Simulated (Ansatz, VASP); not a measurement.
# One calculation of Rh, two programs

```
Rh
1.0
    -0.09385    1.90200    1.87704
     1.90200   -0.09385    1.87704
     1.80815    1.80815    0.00000
Rh
1
Cartesian
  0.0000 0.0000 0.0000
```

Change from the starting cell: engineering shear strain xy -0.1000, equal normal strain along x and y +0.0133.

Alike in both runs: task single point; functional LDA; k mesh 20 × 20 × 20; occupations gaussian, width 0.15 eV; no spin polarisation.

```csv
,VASP,Ansatz
version,VASP 6.6.1,Ansatz 0.2.0
potentials or method,"VASP PAW LDA potentials, release 64 (Rh_pv), cutoff 520 eV","scalar-relativistic, plane waves, PAW"
valence electrons in the cell,15,17
```

VASP gave:

| Item | Value |
| --- | --- |
| gap on the k mesh at the Fermi level (eV) | none |
| pressure (GPa) | -3.6 |
| traceless stress, the component that is largest in VASP (GPa) | 18.90 |

Task: Which values does Ansatz return?

Result: gap on the k mesh at the Fermi level (eV): none; pressure (GPa): -4.3; traceless stress, the component that is largest in VASP (GPa): 18.82.

Ansatz warns that its potentials were made for another functional, while VASP's fit it. LDA's correlation is that of Perdew and Zunger in VASP and of Perdew and Wang (1992) in Ansatz. A gap of «none» marks a metal or a gap that the smearing closes. VASP's potentials hold 15 valence electrons a cell and Ansatz's 17, so a difference there can come from the potentials and not from the codes.
